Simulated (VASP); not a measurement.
Write the native input for VASP 6.6.1 that does the following.

* Task: single point
* Functional: PBE
* Potentials or basis: VASP PAW PBE potentials, release 64 (Mn_pv, Pt)
* Cutoff: 520 eV
* k mesh: 6 × 6 × 4
* Occupations: gaussian, width 0.1 eV
* Spin: collinear spin, ferromagnetic start
* Starting moments: [4.0, 0.0, 0.0] μB
* Dipole correction: no
* Further INCAR settings: ALGO = Normal; EDIFF = 1e-06; NBANDS = 28

The structure of MnPt2 lies in POSCAR:

```
MnPt2
1.0
    2.8584044518      0.0000000000      0.0000000000
   -1.4292022259      2.4754508696      0.0000000000
    0.0000000000      0.0000000000      6.5325040000
Mn Pt
1 2
Direct
    0.0000000000      0.0000000000      0.0000000000
    0.3333333300      0.6666666700      0.6837940000
    0.6666666700      0.3333333300      0.3162060000
```

The input as run:

INCAR

```
SYSTEM = MnPt2
PREC = Accurate ; ENCUT = 520
EDIFF = 1E-6 ; ISMEAR = 0
SIGMA = 0.1 ; LREAL = .FALSE.
LASPH = .TRUE. ; NELM = 150
ALGO = Normal ; ISIF = 2
LWAVE = .FALSE. ; LCHARG = .FALSE.
ISPIN = 2 ; MAGMOM = 4 0 0
LORBIT = 11 ; LMAXMIX = 4
GGA = PE ; NBANDS = 28
```

KPOINTS

```
Automatic mesh
0
G
  6 6 4
  0 0 0
```

Potentials or basis: VASP PAW PBE potentials, release 64 (Mn_pv, Pt).

Launch:

```sh
$ cat potpaw_PBE.64/Mn_pv/POTCAR potpaw_PBE.64/Pt/POTCAR > POTCAR
$ mpirun -np 1 vasp_std > vasp.out
```

Results of the run:

| Quantity | Value |
| --- | --- |
| Pressure | -1.0 GPa |
| Largest force | 0.018 eV/Å |
| Net moment | 4.64 μB per cell |
| Site moments | Mn +3.78; Pt +0.34 μB |
| Valence electrons inside the program's atomic spheres | Mn 11.55; Pt 9.23 |

Caveat: the k points lie up to 0.42 Å⁻¹ apart.

Run time: 52 s on 1 thread of AMD EPYC 9R45 96-Core Processor (Zen 5) (shared host), peak memory 0.19 GiB.
